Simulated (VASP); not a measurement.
# Ir16Au in VASP: a series of runs

Ir16Au is run at these levels: PBE+D3(BJ); tasks: single point.

Program: VASP 6.6.1. These are calculated values, not measurements. Logs are shortened: lines on timing, memory, paths and dates and some standing lists are left out, and cuts for length are marked.

## Step 1: The cell of the first run

The cell holds a slab with vacuum, 17 atoms: a = 5.431 Å, b = 5.431 Å, c = 25.652 Å, α = 90.00°, β = 90.00°, γ = 120.00°.

## Step 2: Single point, PBE+D3(BJ)

The input, INCAR:

```
PREC = Accurate ; ENCUT = 520
EDIFF = 1E-6 ; ISMEAR = 0
SIGMA = 0.1 ; LREAL = Auto
LASPH = T ; NELM = 100
ALGO = Fast ; ISIF = 2
LWAVE = F ; LCHARG = F
LDIPOL = T ; IDIPOL = 3
DIPOL = 0.5 0.5 0.473 ; GGA = PE
IVDW = 12 ; NBANDS = 92
```

The input, KPOINTS:

```
Automatic mesh
0
Gamma
  6 6 1
```

The input, POSCAR:

```
Ir16Au
1.0
    5.4313155574      0.0000000000      0.0000000000
   -2.7156577787      4.7036572487      0.0000000000
    0.0000000000      0.0000000000     25.6519758739
Ir Au
16 1
Direct
    0.3333333333      0.1666666667      0.3313584904
    0.3333333333      0.6666666667      0.3313584904
    0.8333333333      0.1666666667      0.3313584904
    0.8333333333      0.6666666667      0.3313584904
    0.6666666667      0.3333333333      0.4177972622
    0.6666666667      0.8333333333      0.4177972622
    0.1666666667      0.3333333333      0.4177972622
    0.1666666667      0.8333333333      0.4177972622
   -0.0001402127      0.4999298937      0.5034565091
    0.0000000000      0.0000000000      0.5033987469
    0.5000701063      0.4999298937      0.5034565091
    0.5000701063      0.0001402127      0.5034565091
    0.3333333333      0.6666666667      0.5873252483
    0.3333283509      0.1666641754      0.5888262434
    0.8333358246      0.6666716491      0.5888262434
    0.8333358246      0.1666641754      0.5888262434
    0.3333333333      0.6666666667      0.6850973666
```

Potentials or basis: VASP PAW PBE potentials, release 64 (Ir, Au).

Started as:

```sh
> cat potpaw_PBE.64/Ir/POTCAR potpaw_PBE.64/Au/POTCAR > POTCAR
> mpirun -np 1 vasp_std > vasp.out
```

OUTCAR:

```text
PREC = Accurate
   ENCUT = 520
   EDIFF = 1E-6
   ISMEAR = 0
   LREAL = Auto
   LASPH = T
   NELM = 100
   ISIF = 2
   GGA = PE
   IVDW = 12
 IVDW          = 12

 ion  position               nearest neighbor table
   1  0.333  0.167  0.331-   7 2.72   5 2.72   8 2.72   3 2.72   3 2.72   2 2.72   2 2.72   4 2.72
                             4 2.72
   2  0.333  0.667  0.331-   8 2.72   6 2.72   7 2.72   4 2.72   4 2.72   3 2.72   1 2.72   1 2.72
                             3 2.72
   3  0.833  0.167  0.331-   5 2.72   7 2.72   6 2.72   1 2.72   1 2.72   2 2.72   4 2.72   4 2.72
                             2 2.72
   4  0.833  0.667  0.331-   6 2.72   8 2.72   5 2.72   2 2.72   2 2.72   1 2.72   3 2.72   3 2.72
                             1 2.72
   5  0.667  0.333  0.418-   9 2.70  12 2.70  11 2.70   3 2.72   1 2.72   4 2.72   7 2.72   7 2.72
                             6 2.72   6 2.72   8 2.72   8 2.72
   6  0.667  0.833  0.418-  10 2.70  11 2.70  12 2.70   4 2.72   2 2.72   3 2.72   8 2.72   8 2.72
                             7 2.72   5 2.72   5 2.72   7 2.72
   7  0.167  0.333  0.418-  10 2.70  11 2.70   9 2.70   1 2.72   3 2.72   2 2.72   5 2.72   5 2.72
                             6 2.72   8 2.72   8 2.72   6 2.72
   8  0.167  0.833  0.418-  10 2.70  12 2.70   9 2.70   2 2.72   4 2.72   1 2.72   6 2.72   6 2.72
                             5 2.72   7 2.72   7 2.72   5 2.72
   9  1.000  0.500  0.503-  13 2.66  15 2.69  16 2.69   5 2.70   8 2.70   7 2.70  11 2.71  12 2.71
                            10 2.72  10 2.72  11 2.72  12 2.72
  10  0.000  0.000  0.503-  16 2.69  14 2.69  15 2.69   6 2.70   7 2.70   8 2.70  12 2.72   9 2.72
                            11 2.72  11 2.72  12 2.72   9 2.72
  11  0.500  0.500  0.503-  13 2.66  15 2.69  14 2.69   5 2.70   7 2.70   6 2.70   9 2.71  12 2.71
                            10 2.72  10 2.72   9 2.72  12 2.72
  12  0.500  0.000  0.503-  13 2.66  14 2.69  16 2.69   5 2.70   8 2.70   6 2.70  11 2.71   9 2.71
                            10 2.72  10 2.72  11 2.72   9 2.72
  13  0.333  0.667  0.587-  17 2.51   9 2.66  11 2.66  12 2.66  15 2.72  14 2.72  16 2.72  16 2.72
                            15 2.72  14 2.72
  14  0.333  0.167  0.589-  12 2.69  11 2.69  10 2.69  16 2.72  15 2.72  16 2.72  15 2.72  13 2.72
                            13 2.72
  15  0.833  0.667  0.589-   9 2.69  11 2.69  10 2.69  14 2.72  16 2.72  16 2.72  14 2.72  13 2.72
                            13 2.72
  16  0.833  0.167  0.589-  12 2.69   9 2.69  10 2.69  14 2.72  15 2.72  14 2.72  15 2.72  13 2.72
                            13 2.72
  17  0.333  0.667  0.685-  13 2.51

  LATTYP: Found a hexagonal cell.
 ALAT       =     5.4313155574
 C/A-ratio  =     4.7229765243

  Lattice vectors:

 A1 = (   5.4313155574,   0.0000000000,   0.0000000000)
 A2 = (  -2.7156577787,   4.7036572487,   0.0000000000)
 A3 = (   0.0000000000,   0.0000000000,  25.6519758739)

Analysis of symmetry for initial positions (statically):
=====================================================================
 Subroutine PRICEL returns:
 Original cell was already a primitive cell.

 Routine SETGRP: Setting up the symmetry group for a
 hexagonal supercell.

 Subroutine GETGRP returns: Found  6 space group operations
 (whereof  6 operations were pure point group operations)
 out of a pool of 24 trial point group operations.

The static configuration has the point symmetry C_3v.

Analysis of symmetry for dynamics (positions and initial velocities):
=====================================================================
 Subroutine PRICEL returns:
 Original cell was already a primitive cell.

 Routine SETGRP: Setting up the symmetry group for a
 hexagonal supercell.

 Subroutine GETGRP returns: Found  6 space group operations
 (whereof  6 operations were pure point group operations)
 out of a pool of 24 trial point group operations.

The dynamic configuration has the point symmetry C_3v.

 Subroutine INISYM returns: Found  6 space group operations
 (whereof  6 operations are pure point group operations),
 and found     1 'primitive' translations

----------------------------------------------------------------------------------------

                                     Primitive cell

  volume of cell :     655.3322

  direct lattice vectors                    reciprocal lattice vectors
     5.431315557  0.000000000  0.000000000     0.184117455  0.106300262  0.000000000
    -2.715657779  4.703657249  0.000000000     0.000000000  0.212600525  0.000000000
     0.000000000  0.000000000 25.651975874     0.000000000  0.000000000  0.038983352

  length of vectors
     5.431315557  5.431315557 25.651975874     0.212600525  0.212600525  0.038983352

[... 57 lines left out ...]
  Shift w.r.t. Gamma in fractional coordinates (k-lattice)
     0.000000000  0.000000000  0.000000000

 Subroutine IBZKPT returns following result:
 ===========================================

 Found      7 irreducible k-points:

 Following reciprocal coordinates:
            Coordinates               Weight
  0.000000  0.000000  0.000000      1.000000
  0.166667  0.000000  0.000000      6.000000
  0.333333 -0.000000  0.000000      6.000000
  0.500000  0.000000  0.000000      3.000000
  0.166667  0.166667  0.000000      6.000000
  0.333333  0.166667  0.000000     12.000000
  0.333333  0.333333  0.000000      2.000000
   k-points           NKPTS =      7   k-points in BZ     NKDIM =      7   number of bands    NBANDS=     92
   number of dos      NEDOS =    301   number of ions     NIONS =     17
   total plane-waves  NPLWV = 307200
   dimension x,y,z NGX =    40 NGY =   40 NGZ =  192
   dimension x,y,z NGXF=    80 NGYF=   80 NGZF=  384
   ions per type =              16   1
   NGX,Y,Z   is equivalent  to a cutoff of  12.24, 12.24, 12.44 a.u.
   NGXF,Y,Z  is equivalent  to a cutoff of  24.49, 24.49, 24.89 a.u.
 SYSTEM =  unknown system
   PREC   = accura    normal or accurate (medium, high low for compatibility)
   ISTART =      0    job   : 0-new  1-cont  2-samecut
   ICHARG =      2    charge: 1-file 2-atom 10-const
   ISPIN  =      1    spin polarized calculation?
   LNONCOLLINEAR =      F non collinear calculations
   LSORBIT =      F    spin-orbit coupling
   LASPH  =      T    aspherical Exc in radial PAW
   ENCUT  =  520.0 eV  38.22 Ry    6.18 a.u.  10.10 10.10 47.70*2*pi/ulx,y,z
   NELM   =    100;   NELMIN=  2; NELMDL= -5     # of ELM steps
   EDIFF  = 0.1E-05   stopping-criterion for ELM
   LREAL  =      T    real-space projection
   EDIFFG = 0.1E-04   stopping-criterion for IOM
   NSW    =      0    number of steps for IOM
   IBRION =     -1    ionic relax: 0-MD 1-quasi-New 2-CG
   NFREE  =      0    steps in history (QN), initial steepest desc. (CG)
   ISIF   =      2    stress and relaxation
   ISYM   =      2    0-nonsym 1-usesym 2-fastsym
   POTIM  = 0.5000    time-step for ionic-motion
   TEBEG  =    0.0;   TEEND  =   0.0 temperature during run
   PSTRESS=    0.0 pullay stress
   NELECT =     155.0000    total number of electrons
   NUPDOWN=      -1.0000    fix difference up-down
   EMIN   =  10.00;   EMAX   =-10.00  energy-range for DOS
   EFERMI =   0.00;   METHOD = LEGACY
   ISMEAR =     0;   SIGMA  =   0.10  broadening in eV -4-tet -1-fermi 0-gaus
   EFERMI_NEDOS =   21; number of points for ismear=-14 and -15
   IALGO  =     68    algorithm
   IMIX   =      4    mixing-type and parameters
     AMIX     =   0.40;   BMIX     =  1.00
     AMIX_MAG =   1.60;   BMIX_MAG =  1.00
  volume/ion in A,a.u.               =      38.55       260.14
  Fermi-wavevector in a.u.,A,eV,Ry     =   1.012430  1.913215 13.946161  1.025014
  Thomas-Fermi vector in A             =   2.145539
   LORBIT       =      0    0 simple, 1 ext, 2 COOP (PROOUT), +10 PAW based schemes
   GGA     = PE    functional components
   LHFCALC =     F    Hartree Fock is set to
   AEXX    =    0.0000 exact exchange contribution
   IVDW    =    12    specifies the selected vdW correction
   LEPSILON=     F    determine dielectric tensor
   LRPA    =     F    only Hartree local field effects (RPA)
 non-spin polarized calculation
 RMM-DIIS sequential band-by-band and
 Gauss-broadening in eV      SIGMA  =   0.10
  energy-cutoff  :      520.00
  volume of cell :      655.33
 maximum number of plane-waves:     17706
   NGX = 21   NGY = 21   NGZ = 95

 dipolmoment           0.000000      0.000000      0.131244 electrons x Angstroem

 number of electron     155.0000002 magnetization

 dipolmoment           0.000000      0.000000     -0.129848 electrons x Angstroem

 Free energy of the ion-electron system (eV)
  ---------------------------------------------------
  ext. energy  EPLUGINS =         0.00000000
  ---------------------------------------------------
  free energy    TOTEN  =      -136.89445779 eV

  energy without entropy =     -136.80637728  energy(sigma->0) =     -136.85041754

 E-fermi :   0.5648     XC(G=0):  -6.0572

 val. band max:        0.5428358724   @ k =   0.1667   0.1667   0.0000
 cond. band min:       0.5996195040   @ k =   0.3333   0.1667   0.0000
 fundamental gap:      0.0567836316
 Fermi energy:         0.5647923435

 k-point     1 :       0.0000    0.0000    0.0000
  band No.  band energies     occupation
      1     -10.0241      2.00000
      2      -8.5365      2.00000
      3      -7.3676      2.00000
      4      -7.2391      2.00000
      5      -7.1469      2.00000
      6      -7.1163      2.00000
[... 633 lines left out ...]
     88       1.0048      0.00000
     89       1.0135      0.00000
 [bands above 89 left out]

------------------------ aborting loop because EDIFF is reached ----------------------------------------

 vacuum level on the upper side and lower side of the slab       (xc-potential included)        -0.576         0.302

 Edisp (eV)   -9.21092

 E8    (eV) :    -4.4330

  FORCE on cell =-STRESS in cart. coord.  units (eV):
  Direction    XX          YY          ZZ          XY          YZ          ZX
  --------------------------------------------------------------------------------------
  -------------------------------------------------------------------------------------
  Total     -13.03577   -13.03577    -1.89348     0.00000     0.00000    -0.00000
  in kB     -31.87026   -31.87026    -4.62925     0.00000     0.00000    -0.00000
  external pressure =      -22.79 kB  Pullay stress =        0.00 kB

 VOLUME and BASIS-vectors are now :
 -----------------------------------------------------------------------------
  energy-cutoff  :      520.00
  volume of cell :      655.33
      direct lattice vectors                 reciprocal lattice vectors
     5.431315557  0.000000000  0.000000000     0.184117455  0.106300262  0.000000000
    -2.715657779  4.703657249  0.000000000     0.000000000  0.212600525  0.000000000
     0.000000000  0.000000000 25.651975874     0.000000000  0.000000000  0.038983352

 POSITION                                       TOTAL-FORCE (eV/Angst)
 -----------------------------------------------------------------------------------
      1.35783      0.78394      8.50000        -0.070572     -0.040745      0.230570
     -0.00000      3.13577      8.50000        -0.000000     -0.000000      0.355602
      4.07349      0.78394      8.50000         0.070572     -0.040745      0.230570
      2.71566      3.13577      8.50000         0.000000      0.081490      0.230570
      2.71566      1.56789     10.71733        -0.000000     -0.000000     -0.798490
      1.35783      3.91971     10.71733        -0.010110     -0.005837     -0.129568
[... 9 lines left out ...]
      4.07351      0.78393     15.10456        -0.002733      0.001578      0.039768
     -0.00000      3.13577     17.57410        -0.000000     -0.000000      0.001525
 -----------------------------------------------------------------------------------
    total drift:                                0.000000     -0.000000     -0.008402

  FREE ENERGIE OF THE ION-ELECTRON SYSTEM (eV)
  ---------------------------------------------------
  free  energy   TOTEN  =      -146.1053777285 eV

  energy  without entropy=     -146.0172972172  energy(sigma->0) =     -146.06133747

 vacuum level on the upper side and lower side of the slab         5.076         5.967
```

Run time: 27 min. Hardware: 1 thread of Oxide Virtual Turin-like, shared host; peak memory 0.75 GiB.

Results:

- Free energy: -146.1054 eV
- Largest force: 0.798 eV/Å
- Band gap on the k mesh: zero (an odd number of electrons rules out a gap without spin polarisation)
- Dispersion energy per atom: -0.542 eV

Forces on the atoms (eV/Å):
```
Ir  -0.071 -0.041  0.231
Ir   0.000  0.000  0.356
Ir   0.071 -0.041  0.231
Ir   0.000  0.081  0.231
Ir   0.000  0.000 -0.798
Ir  -0.010 -0.006 -0.130
Ir   0.000  0.012 -0.130
Ir   0.010 -0.006 -0.130
Ir  -0.002 -0.001 -0.003
Ir   0.000  0.000 -0.001
Ir   0.002 -0.001 -0.003
Ir   0.000  0.003 -0.003
Ir   0.000  0.000  0.029
Ir   0.003  0.002  0.040
Ir   0.000 -0.003  0.040
Ir  -0.003  0.002  0.040
Au   0.000  0.000  0.002
```

Caveat: spin-orbit coupling is left out, which moves the levels of the heavy elements.

## Step 3: Single point, PBE+D3(BJ)

The input, INCAR:

```
SYSTEM = Ir16Au
  ALGO = Fast
  DIPOL = 0.5 0.5 0.473
  EDIFF = 1E-7
  ENCUT = 520
  GGA = PE
  IDIPOL = 3
  ISIF = 2
  ISMEAR = 0
  IVDW = 12
  LASPH = .TRUE.
  LCHARG = .FALSE.
  LDIPOL = .TRUE.
  LREAL = Auto
  LWAVE = .FALSE.
  NBANDS = 92
  NELM = 60
  PREC = Accurate
  SIGMA = 0.1
```

The input, KPOINTS:

```
k-points
0
G
  6 6 1
  0 0 0
```

The input, POSCAR:

```
Ir16Au
1.0
    5.4313155574      0.0000000000      0.0000000000
   -2.7156577787      4.7036572487      0.0000000000
    0.0000000000      0.0000000000     25.6519758739
Ir Au
16 1
Direct
    0.3333333333      0.1666666667      0.3313584904
    0.3333333333      0.6666666667      0.3313584904
    0.8333333333      0.1666666667      0.3313584904
    0.8333333333      0.6666666667      0.3313584904
    0.6666666667      0.3333333333      0.4177972622
    0.6666666667      0.8333333333      0.4177972622
    0.1666666667      0.3333333333      0.4177972622
    0.1666666667      0.8333333333      0.4177972622
   -0.0001677246      0.5001677246      0.5031590199
   -0.0001677246     -0.0003354492      0.5031590199
    0.5003354492      0.5001677246      0.5031590199
    0.5000000000      0.0000000000      0.5047840022
    0.3355257061      0.6710514123      0.5887086647
    0.3355257061      0.1644742939      0.5887086647
    0.8333333333      0.6666666667      0.5885305359
    0.8289485877      0.1644742939      0.5887086647
    0.1666666667      0.3333333333      0.6739258706
```

Potentials or basis: VASP PAW PBE potentials, release 64 (Ir, Au).

Started as:

```sh
> cat potpaw_PBE.64/Ir/POTCAR potpaw_PBE.64/Au/POTCAR > POTCAR
> mpirun -np 1 vasp_std > vasp.out
```

OUTCAR:

```text
SYSTEM = Ir16Au
   EDIFF = 1E-7
   ENCUT = 520
   GGA = PE
   ISIF = 2
   ISMEAR = 0
   IVDW = 12
   LASPH = .TRUE.
   LREAL = Auto
   NELM = 60
   PREC = Accurate
 IVDW          = 12

 ion  position               nearest neighbor table
   1  0.333  0.167  0.331-   7 2.72   5 2.72   8 2.72   3 2.72   3 2.72   2 2.72   2 2.72   4 2.72
                             4 2.72
   2  0.333  0.667  0.331-   8 2.72   6 2.72   7 2.72   4 2.72   4 2.72   3 2.72   1 2.72   1 2.72
                             3 2.72
   3  0.833  0.167  0.331-   5 2.72   7 2.72   6 2.72   1 2.72   1 2.72   2 2.72   4 2.72   4 2.72
                             2 2.72
   4  0.833  0.667  0.331-   6 2.72   8 2.72   5 2.72   2 2.72   2 2.72   1 2.72   3 2.72   3 2.72
                             1 2.72
   5  0.667  0.333  0.418-   9 2.69  11 2.69   3 2.72   1 2.72   4 2.72   7 2.72   7 2.72   8 2.72
                             6 2.72   6 2.72   8 2.72  12 2.73
   6  0.667  0.833  0.418-  10 2.69  11 2.69   4 2.72   2 2.72   3 2.72   8 2.72   8 2.72   5 2.72
                             5 2.72   7 2.72   7 2.72  12 2.73
   7  0.167  0.333  0.418-  11 2.69  10 2.69   9 2.69   1 2.72   3 2.72   2 2.72   5 2.72   5 2.72
                             6 2.72   8 2.72   8 2.72   6 2.72
[... 876 lines left out ...]

 vacuum level on the upper side and lower side of the slab       (xc-potential included)        -0.649         0.509

 Edisp (eV)   -9.26459

 E8    (eV) :    -4.4601

  FORCE on cell =-STRESS in cart. coord.  units (eV):
  Direction    XX          YY          ZZ          XY          YZ          ZX
  --------------------------------------------------------------------------------------
  -------------------------------------------------------------------------------------
  Total     -11.84541   -11.84541    -1.93663    -0.00000     0.00000    -0.00000
  in kB     -28.96005   -28.96005    -4.73473    -0.00000     0.00000    -0.00000
  external pressure =      -20.88 kB  Pullay stress =        0.00 kB

 VOLUME and BASIS-vectors are now :
 -----------------------------------------------------------------------------
  energy-cutoff  :      520.00
  volume of cell :      655.33
      direct lattice vectors                 reciprocal lattice vectors
     5.431315557  0.000000000  0.000000000     0.184117455  0.106300262  0.000000000
    -2.715657779  4.703657249  0.000000000     0.000000000  0.212600525  0.000000000
     0.000000000  0.000000000 25.651975874     0.000000000  0.000000000  0.038983352

 POSITION                                       TOTAL-FORCE (eV/Angst)
 -----------------------------------------------------------------------------------
      1.35783      0.78394      8.50000         0.025816     -0.014905      0.291572
     -0.00000      3.13577      8.50000        -0.000000      0.029810      0.291572
      4.07349      0.78394      8.50000        -0.025816     -0.014905      0.291572
      2.71566      3.13577      8.50000         0.000000     -0.000000      0.220325
      2.71566      1.56789     10.71733         0.000000     -0.004486     -0.358241
      1.35783      3.91971     10.71733        -0.003885      0.002243     -0.358241
[... 9 lines left out ...]
      4.05563      0.77363     15.10154        -0.005201     -0.003003      0.043378
      0.00000      1.56789     17.28753         0.000000     -0.000000     -0.008283
 -----------------------------------------------------------------------------------
    total drift:                                0.000000     -0.000000     -0.002481

  FREE ENERGIE OF THE ION-ELECTRON SYSTEM (eV)
  ---------------------------------------------------
  free  energy   TOTEN  =      -146.7651268214 eV

  energy  without entropy=     -146.6712726411  energy(sigma->0) =     -146.71819973

 vacuum level on the upper side and lower side of the slab         4.941         6.126
```

Run time: 40 min. Hardware: 1 thread of Oxide Virtual Turin-like, shared host; peak memory 0.77 GiB.

What came out:

```yaml
Free_energy: -146.7651 eV
Largest_force: 0.358 eV/Å
Band_gap_on_the_k_mesh: zero (an odd number of electrons rules out a gap without spin polarisation)
Dispersion_energy_per_atom: -0.545 eV
```

Forces in eV/Å, atoms in the order of the input:
```
Ir   0.026 -0.015  0.292
Ir   0.000  0.030  0.292
Ir  -0.026 -0.015  0.292
Ir   0.000  0.000  0.220
Ir   0.000 -0.004 -0.358
Ir  -0.004  0.002 -0.358
Ir   0.000  0.000 -0.175
Ir   0.004  0.002 -0.358
Ir   0.002 -0.001  0.002
Ir   0.000  0.002  0.002
Ir  -0.002 -0.001  0.002
Ir   0.000  0.000 -0.013
Ir   0.000  0.006  0.043
Ir   0.005 -0.003  0.043
Ir   0.000  0.000  0.039
Ir  -0.005 -0.003  0.043
Au   0.000  0.000 -0.008
```

Caveat: spin-orbit coupling is left out, which moves the levels of the heavy elements.

The gap in the log of VASP goes by the Fermi energy; the results here count the filled bands.